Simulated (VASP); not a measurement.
Wanted: the native input for a VASP 6.6.1 run.

```yaml
Task: single point
Functional: LDA
Potentials_or_basis: VASP PAW LDA potentials, release 64 (C)
Cutoff: 520 eV
k_mesh: 8 × 8 × 8
Occupations: gaussian, width 0.05 eV
Spin: no spin polarisation
Dipole_correction: no
Further_INCAR_settings: ALGO = Normal; EDIFF = 1e-06; NBANDS = 26
```

The structure of C lies in POSCAR:

```
C
1.0
   -2.4687418236      2.4496563636      2.4147959559
    2.4330673470     -2.4503962234      2.3798613392
    2.4017142619      2.3833686618     -2.4155358158
C
8
Direct
    0.3076479845     -0.0126007988     -0.0129729167
    0.6554158207      0.6835603518      0.6933263996
   -0.0103549545      0.3223425541     -0.0045068010
    0.0196723633      0.0380290597      0.3428436181
    0.0202489954      0.6787495905     -0.0192462155
    0.3374347045      0.3158599510      0.3406378826
    0.6929550041     -0.0130268088      0.0076055104
   -0.0230199180     -0.0129138994      0.6523125225
```

This cell differs from its parent crystal: atoms moved at random and the cell strained at random.

These files were run (other wordings do the same):

INCAR

```
PREC = Accurate ; ENCUT = 520
EDIFF = 1E-6 ; ISMEAR = 0
SIGMA = 0.05 ; LREAL = F
LASPH = T ; NELM = 60
ALGO = Normal ; ISIF = 2
LWAVE = F ; LCHARG = F
NBANDS = 26
```

KPOINTS

```
regular mesh
0
Gamma
  8 8 8
```

Potentials or basis: VASP PAW LDA potentials, release 64 (C).

Launch:

```console
$ cat potpaw_LDA.64/C/POTCAR > POTCAR
$ mpirun -np 1 vasp_std > vasp.out
```

Results of the run:

| Item | Value |
| --- | --- |
| Pressure | 10.8 GPa |
| Largest force | 7.253 eV/Å |
| Band gap on the k mesh | 1.22 eV (least direct gap 2.08 eV) |

Caveat: the cell differs from its parent crystal (atoms moved at random and the cell strained at random); the stress differs along the axes, from -4 to 30 GPa; forces of over 1 eV/Å act on the atoms, so gaps and moduli don't describe the material at rest.

It took 6.8 min on 1 thread of Intel Xeon 8259CL, on a shared host, peak memory 0.33 GiB.
